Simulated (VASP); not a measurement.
# Li in VASP: further runs, part 2 of 2

VASP 6.6.1. The steps go on from the part before.

## 3. Single point, PBE

Contents of INCAR:

```
SYSTEM = Li
PREC = Accurate
ENCUT = 520
EDIFF = 1E-6
ISMEAR = -1
SIGMA = 0.05
LREAL = .FALSE.
LASPH = .TRUE.
NELM = 100
ALGO = Normal
ISIF = 2
LWAVE = .FALSE.
LCHARG = .TRUE.
GGA = PE
LELF = .TRUE.
LVHAR = .TRUE.
NBANDS = 10
```

Contents of KPOINTS:

```
regular mesh
0
G
  16 16 9
  0 0 0
```

Contents of POSCAR:

```
Li
1.0
    3.0544211484      0.0000000000      0.0000000000
   -1.5272105742      2.6452063084      0.0000000000
    0.0000000000      0.0000000000      4.9952014055
Li
2
Direct
    0.3333333333      0.6666666667      0.2500000000
    0.6666666667      0.3333333333      0.7500000000
```

Potentials or basis: VASP PAW PBE potentials, release 64 (Li_sv).

Launch:

```bash
$ cat potpaw_PBE.64/Li_sv/POTCAR > POTCAR
$ mpirun -np 1 vasp_std > vasp.out
```

OUTCAR:

```text
SYSTEM = Li
   PREC = Accurate
   ENCUT = 520
   EDIFF = 1E-6
   ISMEAR = -1
   LREAL = .FALSE.
   LASPH = .TRUE.
   NELM = 100
   ISIF = 2
   GGA = PE

 ion  position               nearest neighbor table
   1  0.333  0.667  0.250-
   2  0.667  0.333  0.750-

  LATTYP: Found a hexagonal cell.
 ALAT       =     3.0544211484
 C/A-ratio  =     1.6354003468

  Lattice vectors:

 A1 = (   3.0544211484,   0.0000000000,   0.0000000000)
 A2 = (  -1.5272105742,   2.6452063084,   0.0000000000)
 A3 = (   0.0000000000,   0.0000000000,   4.9952014055)

Analysis of symmetry for initial positions (statically):
=====================================================================
 Subroutine PRICEL returns:
 Original cell was already a primitive cell.

 Routine SETGRP: Setting up the symmetry group for a
 hexagonal supercell.

 Subroutine GETGRP returns: Found 24 space group operations
 (whereof 12 operations were pure point group operations)
 out of a pool of 24 trial point group operations.

The static configuration has the point symmetry D_3d.
 The point group associated with its full space group is D_6h.

Analysis of symmetry for dynamics (positions and initial velocities):
=====================================================================
 Subroutine PRICEL returns:
 Original cell was already a primitive cell.

 Routine SETGRP: Setting up the symmetry group for a
 hexagonal supercell.

 Subroutine GETGRP returns: Found 24 space group operations
 (whereof 12 operations were pure point group operations)
 out of a pool of 24 trial point group operations.

The dynamic configuration has the point symmetry D_3d.
 The point group associated with its full space group is D_6h.

 Subroutine INISYM returns: Found 24 space group operations
[... 112 lines left out ...]
   ISMEAR =    -1;   SIGMA  =   0.05  broadening in eV -4-tet -1-fermi 0-gaus
   EFERMI_NEDOS =   21; number of points for ismear=-14 and -15
   IALGO  =     38    algorithm
   IMIX   =      4    mixing-type and parameters
     AMIX     =   0.40;   BMIX     =  1.00
     AMIX_MAG =   1.60;   BMIX_MAG =  1.00
  volume/ion in A,a.u.               =      20.18       136.18
  Fermi-wavevector in a.u.,A,eV,Ry     =   0.867251  1.638867 10.233270  0.752124
  Thomas-Fermi vector in A             =   1.985758
   LORBIT       =      0    0 simple, 1 ext, 2 COOP (PROOUT), +10 PAW based schemes
   GGA     = PE    functional components
   LHFCALC =     F    Hartree Fock is set to
   AEXX    =    0.0000 exact exchange contribution
   IVDW    =     0    specifies the selected vdW correction
   LEPSILON=     F    determine dielectric tensor
   LRPA    =     F    only Hartree local field effects (RPA)
 non-spin polarized calculation
  energy-cutoff  :      520.00
  volume of cell :       40.36
 maximum number of plane-waves:      1106
 NGX is ok and might be reduce to    24
   NGX = 11   NGY = 11   NGZ = 19

 number of electron       6.0000001 magnetization

 Free energy of the ion-electron system (eV)
  ---------------------------------------------------
  ext. energy  EPLUGINS =         0.00000000
  ---------------------------------------------------
  free energy    TOTEN  =        -3.81839145 eV

  energy without entropy =       -3.81142071  energy(sigma->0) =       -3.81490608

 E-fermi :   0.6326     XC(G=0):  -7.0551

 val. band max:        0.6241016619   @ k =   0.3125  -0.0000   0.3333
 cond. band min:       0.6332595842   @ k =   0.4375   0.0625   0.2222
 fundamental gap:      0.0091579223
 Fermi energy:         0.6326321420

 k-point     1 :       0.0000    0.0000    0.0000
  band No.  band energies     occupation
      1     -45.8834      2.00000
      2     -45.8652      2.00000
      3      -2.9290      2.00000
      4       0.6113      1.21055
      5       3.5636      0.00000
      6      13.1465      0.00000
      7      13.1465      0.00000
      8      14.5469      0.00000
      9      14.5470      0.00000
     10      15.1296      0.00000
[... 287 lines left out ...]
 k-point    24 :       0.2500    0.1875    0.0000
  band No.  band energies     occupation
      1     -45.8676      2.00000
      2     -45.8593      2.00000
      3      -0.6146      2.00000
      4       3.6315      0.00000
      5       3.8319      0.00000
      6       5.5480      0.00000
      7       7.6141      0.00000
      8       9.9784      0.00000
      9      11.6397      0.00000
     10      12.0737      0.00000

 [... further k-points ...]
[... 5 lines left out ...]
  --------------------------------------------------------------------------------------
  -------------------------------------------------------------------------------------
  Total       -0.0137793     -0.0137793     -0.0046594      0.0000000      0.0000000      0.0000000
  in kB       -0.5470114     -0.5470114     -0.1849675      0.0000000      0.0000000      0.0000000
  external PRESSURE =      -0.4263301 kB  Pullay stress =       0.0000000 kB

 VOLUME and BASIS-vectors are now :
 -----------------------------------------------------------------------------
  energy-cutoff  :      520.00
  volume of cell :       40.36
      direct lattice vectors                 reciprocal lattice vectors
     3.054421148  0.000000000  0.000000000     0.327394276  0.189021173  0.000000000
    -1.527210574  2.645206308  0.000000000     0.000000000  0.378042347  0.000000000
     0.000000000  0.000000000  4.995201405     0.000000000  0.000000000  0.200192128

 POSITION                                       TOTAL-FORCE (eV/Angst)
 -----------------------------------------------------------------------------------
     -0.00000      1.76347      1.24880         0.000000     -0.000000     -0.000000
      1.52721      0.88174      3.74640        -0.000000      0.000000      0.000000
 -----------------------------------------------------------------------------------
    total drift:                               -0.000000      0.000000      0.000000

  FREE ENERGIE OF THE ION-ELECTRON SYSTEM (eV)
  ---------------------------------------------------
  free  energy   TOTEN  =        -3.8183914549 eV

  energy  without entropy=       -3.8114207123  energy(sigma->0) =       -3.81490608
```

OSZICAR:

```text
N       E                     dE             d eps       ncg     rms          rms(c)
DAV:   1     0.181541965760E+02    0.18154E+02   -0.32241E+03  3000   0.566E+02
DAV:   2    -0.105080032132E+01   -0.19205E+02   -0.18712E+02  3860   0.112E+02
DAV:   3    -0.377641633896E+01   -0.27256E+01   -0.26996E+01  4936   0.323E+01
DAV:   4    -0.382111994102E+01   -0.44704E-01   -0.44665E-01  3922   0.465E+00
DAV:   5    -0.382176580957E+01   -0.64587E-03   -0.64581E-03  4000   0.452E-01    0.305E-01
DAV:   6    -0.381945550641E+01    0.23103E-02   -0.64306E-04  5314   0.114E-01    0.174E-01
DAV:   7    -0.381840105874E+01    0.10544E-02   -0.13342E-03  5660   0.164E-01    0.387E-02
DAV:   8    -0.381840174648E+01   -0.68774E-06   -0.18840E-05  3458   0.375E-02    0.201E-03
DAV:   9    -0.381839458908E+01    0.71574E-05   -0.91726E-07  3878   0.998E-03    0.574E-04
DAV:  10    -0.381839159356E+01    0.29955E-05   -0.61827E-08  1934   0.248E-03    0.108E-04
DAV:  11    -0.381839145489E+01    0.13866E-06   -0.15158E-08  1732   0.116E-03
   1 F= -.38183915E+01 E0= -.38149061E+01  d E =-.697074E-02
```

stdout:

```text
POSCAR found type information on POSCAR Li
 POSCAR found :  1 types and       2 ions
 scaLAPACK will be used
 LDA part: xc-table for (Slater+PW92), standard interpolation
 POSCAR, INCAR and KPOINTS ok, starting setup
 FFT: planning ... GRIDC
 FFT: planning ... GRID_SOFT
 FFT: planning ... GRID
 WAVECAR not read
 entering main loop
```

Wall time 27 s (1 thread of AMD EPYC 9R14 (Zen 4), shared host); peak memory 0.15 GiB.

Results:

```
Free energy            : -3.8184 eV
Band gap on the k mesh : zero (band 3 reaches 2.43 eV, above the bottom of band 4 at -1.56 eV)
```

Levels at points of the mesh, in eV from the Fermi level:
```csv
k point,band 1,band 2,band 3,band 4,band 5,band 6,band 7,band 8
"(0.00, 0.00, 0.00)",-46.52,-46.50,-3.56,-0.02,2.93,12.51,12.51,13.91
"(0.50, 0.00, 0.00)",-46.50,-46.49,-0.08,1.05,4.70,5.85,6.27,7.90
```

Caveat: the cutoff is under 1.25 times the usual one of these potentials, so pressure, stress and relaxed cells hold a basis-set (Pulay) error.

## 4. Single point, PBE

Edit INCAR of step 3 so:

```diff
@@ -3,3 +3,3 @@
 ENCUT = 520
-EDIFF = 1E-6
+EDIFF = 1E-7
 ISMEAR = -1
```

KPOINTS is that of step 3.

Contents of POSCAR:

```
Li
1.0
    3.0544211454      0.0000000000      0.0000000000
   -1.5272105727      2.6452063058      0.0000000000
    0.0000000000      0.0000000000      4.9952014092
Li
2
Direct
    0.3333333333      0.6666666667      0.2500000000
    0.6666666667      0.3333333333      0.7500000000
```

Launch:

```bash
$ cat potpaw_PBE.64/Li_sv/POTCAR > POTCAR
$ mpirun -np 1 vasp_std > vasp.out
```

Wall time 16 s (1 thread of Intel Xeon 6975P-C, shared host); peak memory 0.18 GiB.

Results (log left out):

* Free energy: -3.8184 eV
* Band gap on the k mesh: zero (band 3 reaches 2.43 eV, above the bottom of band 4 at -1.56 eV)

Levels at points of the mesh, in eV from the Fermi level:
| k point | band 1 | band 2 | band 3 | band 4 | band 5 | band 6 |
| --- | --- | --- | --- | --- | --- | --- |
| (0.00, 0.00, 0.00) | -46.52 | -46.50 | -3.56 | -0.02 | 2.93 | 12.51 |
| (0.50, 0.00, 0.00) | -46.50 | -46.49 | -0.08 | 1.05 | 4.70 | 5.85 |

Caveat: the cutoff is under 1.25 times the usual one of these potentials, so pressure, stress and relaxed cells hold a basis-set (Pulay) error.
